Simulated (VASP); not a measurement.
Wanted: the native input for a VASP 6.6.1 run.

```yaml
Task: single point
Functional: PBE
Potentials_or_basis: VASP PAW PBE potentials, release 64 (Zr_sv, N)
Cutoff: 520 eV
k_mesh: 11 × 8 × 1
Occupations: gaussian, width 0.1 eV
Spin: no spin polarisation
Dipole_correction: yes
Further_INCAR_settings: ALGO = Normal; EDIFF = 1e-06; NBANDS = 54
```

The structure of ZrN lies in POSCAR:

```
ZrN
1.0
    3.2489094157      0.0000000000      0.0000000000
    0.0000000000      4.5946517586      0.0000000000
    0.0000000000      0.0000000000     21.4978188314
Zr N
5 5
Direct
    0.5000000000      0.5000000000      0.3488726023
    0.0000000000      0.0000000000      0.4244363012
    0.5000000000      0.5000000000      0.5000000000
    0.0000000000      0.0000000000      0.5755636988
    0.5000000000      0.5000000000      0.6511273977
    0.5000000000      0.0000000000      0.3488726023
    0.0000000000      0.5000000000      0.4244363012
    0.5000000000      0.0000000000      0.5000000000
    0.0000000000      0.5000000000      0.5755636988
    0.5000000000      0.0000000000      0.6511273977
```

This cell differs from its parent crystal: atoms taken out.

One way to write it, as run:

INCAR

```
SYSTEM = ZrN
PREC = Accurate
ENCUT = 520
EDIFF = 1E-6
ISMEAR = 0
SIGMA = 0.1
LREAL = .False.
LASPH = .True.
NELM = 80
ALGO = Normal
ISIF = 2
LWAVE = .False.
LCHARG = .False.
LDIPOL = .True.
IDIPOL = 3
DIPOL = 0.5 0.5 0.500
GGA = PE
NBANDS = 54
```

KPOINTS

```
Automatic mesh
0
Gamma
  11 8 1
  0 0 0
```

Potentials or basis: VASP PAW PBE potentials, release 64 (Zr_sv, N).

The run is started by

```bash
$ cat potpaw_PBE.64/Zr_sv/POTCAR potpaw_PBE.64/N/POTCAR > POTCAR
$ mpirun -np 1 vasp_std > vasp.out
```

It gave:

```
Largest force          : 1.608 eV/Å
Band gap on the k mesh : zero (an odd number of electrons rules out a gap without spin polarisation)
```

Caveat: the cell differs from its parent crystal (atoms taken out).

Wall time 11 min on 1 thread of Intel(R) Xeon(R) Platinum 8375C CPU @ 2.90GHz (Ice Lake), with other jobs on the host, peak memory 0.58 GiB.
